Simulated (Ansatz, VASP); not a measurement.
## Hf3Ru in VASP and in Ansatz

```xyz
4
Lattice="4.2943 0.0000 0.0000 0.0000 4.2943 0.0000 0.0000 0.0000 4.2943" Properties=species:S:1:pos:R:3 pbc="T T T"
Hf    0.0000    2.1472    2.1472
Hf    2.1472    0.0000    2.1472
Hf    2.1472    2.1472    0.0000
Ru    0.0000    0.0000    0.0000
```

Alike in both runs: functional PBE; k mesh 12 × 12 × 12; occupations gaussian, width 0.1 eV; no spin polarisation.

Ansatz relaxed the structure, and its values are those at the end. VASP's run is a single point on that final structure, the one shown.

```csv
,VASP,Ansatz
version,VASP 6.6.1,Ansatz 0.2.0
potentials or method,"VASP PAW PBE potentials, release 64 (Hf_pv, Ru_pv), cutoff 520 eV","scalar-relativistic, plane waves, PAW"
valence electrons in the cell,44,94
```

|  | VASP | Ansatz | Ansatz less VASP |
| --- | --- | --- | --- |
| gap on the k mesh at the Fermi level (eV) | none | none | - |
| pressure (GPa) | -0.7 | 0.0 | +0.68 |

A gap of «none» marks a metal or a gap that the smearing closes. With one functional, cell and mesh, what is left measures potentials, basis and numerics. VASP's potentials hold 44 valence electrons a cell and Ansatz's 94, so a difference there can come from the potentials and not from the codes.

Spin-orbit coupling is off throughout.
